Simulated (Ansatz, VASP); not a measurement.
One calculation of KHf3O2, two programs

```
K Hf O
1.0
     4.18441    0.00000    0.00000
    -2.09220    3.62380    0.00000
     0.00000    0.00000    8.82970
K Hf O
1 3 2
Direct
  0.00000 0.00000 0.00000
  0.00000 0.00000 0.26738
  0.00000 0.00000 0.73262
  0.00000 0.00000 0.50000
  0.33333 0.66667 0.86807
  0.66667 0.33333 0.13193
```

Alike in both runs: task relaxation of cell and atoms; functional PBE; k mesh 6 × 6 × 2; occupations gaussian, width 0.1 eV; no spin polarisation.

|  | VASP | Ansatz |
| --- | --- | --- |
| version | VASP 6.6.1 | Ansatz 0.2.0 |
| potentials or method | VASP PAW PBE potentials, release 64 (K_sv, Hf_pv, O), cutoff 600 eV | scalar-relativistic, plane waves, PAW |
| valence electrons in the cell | 51 | 99 |

```csv
,VASP,Ansatz,Ansatz less VASP
"gap on the k mesh at the Fermi level, each at its own relaxed structure (eV)",none,none,-
relaxed volume (Å³/atom),17.56,17.76,+0.202
relaxed cell length with the largest relative difference (Å),11.925,12.042,+0.1172
```

A gap of «none» marks a metal or a gap that the smearing closes. VASP's potentials hold 51 valence electrons a cell and Ansatz's 99, so a difference there can come from the potentials and not from the codes.

Neither program's run includes spin-orbit coupling. Noted on VASP's run: the volume moved by over 15 % at a fixed basis, so the end points are rough.
